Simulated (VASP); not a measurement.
Write the native input for VASP 6.6.1 that does the following.

- Task: single point
- Functional: PBEsol
- Potentials or basis: VASP PAW PBE potentials, release 64 (Ti_sv, Al)
- Cutoff: 520 eV
- k mesh: 8 × 8 × 8
- Occupations: gaussian, width 0.05 eV
- Spin: no spin polarisation
- Dipole correction: no
- Further INCAR settings: ALGO = Normal; EDIFF = 1e-06; NBANDS = 18

The structure of TiAl3 lies in POSCAR:

```
TiAl3
1.0
   -1.9111067713      1.9111067713      4.2806687947
    1.9111067713     -1.9111067713      4.2806687947
    1.9111067713      1.9111067713     -4.2806687947
Ti Al
1 3
Direct
    0.0000000000      0.0000000000      0.0000000000
    0.2500000000      0.7500000000      0.5000000000
    0.7500000000      0.2500000000      0.5000000000
    0.5000000000      0.5000000000      0.0000000000
```

These files were run (other wordings do the same):

INCAR

```
SYSTEM = TiAl3
PREC = Accurate
ENCUT = 520
EDIFF = 1E-6
ISMEAR = 0
SIGMA = 0.05
LREAL = .FALSE.
LASPH = .TRUE.
NELM = 80
ALGO = Normal
ISIF = 2
LWAVE = .FALSE.
LCHARG = .FALSE.
GGA = PS
NBANDS = 18
```

KPOINTS

```
regular mesh
0
G
  8 8 8
  0 0 0
```

Potentials or basis: VASP PAW PBE potentials, release 64 (Ti_sv, Al).

Launch:

```console
$ cat potpaw_PBE.64/Ti_sv/POTCAR potpaw_PBE.64/Al/POTCAR > POTCAR
$ mpirun -np 1 vasp_std > vasp.out
```

It gave:

- Pressure: -0.4 GPa
- Band gap on the k mesh: zero (an odd number of electrons rules out a gap without spin polarisation)

Caveat: the PAW data sets were made with another functional, which shifts forces and pressure a little.

Run time: 2.5 min on 1 thread of Intel Xeon 8259CL, with other jobs on the host, peak memory 0.27 GiB.
